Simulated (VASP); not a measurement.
A run of VASP 6.6.1 is set up as follows.

INCAR

```
SYSTEM = InSe
  PREC = Accurate
  ENCUT = 520
  EDIFF = 1E-6
  ISMEAR = -1
  SIGMA = 0.05
  LREAL = .FALSE.
  LASPH = .TRUE.
  NELM = 80
  ALGO = Normal
  ISIF = 2
  LWAVE = .FALSE.
  LCHARG = .FALSE.
  GGA = PE
  NBANDS = 27
```

Contents of KPOINTS:

```
Automatic mesh
0
G
  8 8 8
  0 0 0
```

POSCAR

```
InSe
1.0
    2.0435032464      1.1798171494      9.2492335654
   -2.0435032464      1.1798171494      9.2492335654
    0.0000000000     -2.3596342988      9.2492335654
In Se
2 2
Direct
    0.8934331862      0.8934331862      0.8934331862
   -0.0047636422     -0.0047636422     -0.0047636422
    0.1808763827      0.1808763827      0.1808763827
    0.3744540733      0.3744540733      0.3744540733
```

Potentials or basis: VASP PAW PBE potentials, release 64 (In_d, Se).

The run is started by

```sh
$ cat potpaw_PBE.64/In_d/POTCAR potpaw_PBE.64/Se/POTCAR > POTCAR
$ mpirun -np 1 vasp_std > vasp.out
```

(1) What does it give for the largest force?

(2) What does it give for the band gap on the k mesh?

(3) Estimate the pressure.

Answers

(1) 0.012 eV/Å.

(2) 0.73 eV.

(3) 0.0 GPa.

Caveat: spin-orbit coupling is left out, which moves the levels of the heavy elements.

**What was measured.**

“The Interaction of Hydrogen with the van der Waals Crystal γ-InSe”, 2020, pmc:7321205 reports, for a bulk crystal of InSe at 300 K: band gap 1.25 eV.

Measured gap of InSe: 1.25 eV (300 K; “The Interaction of Hydrogen with the van der Waals Crystal γ-InSe”, 2020, pmc:7321205). This calculation gives 0.73 eV (-0.52 eV). Spin-orbit coupling on In, Se is left out. The value is that of PBE on a finite k mesh, which can miss the band edges, without temperature or zero-point motion. Semilocal functionals fall short of measured gaps as a rule.
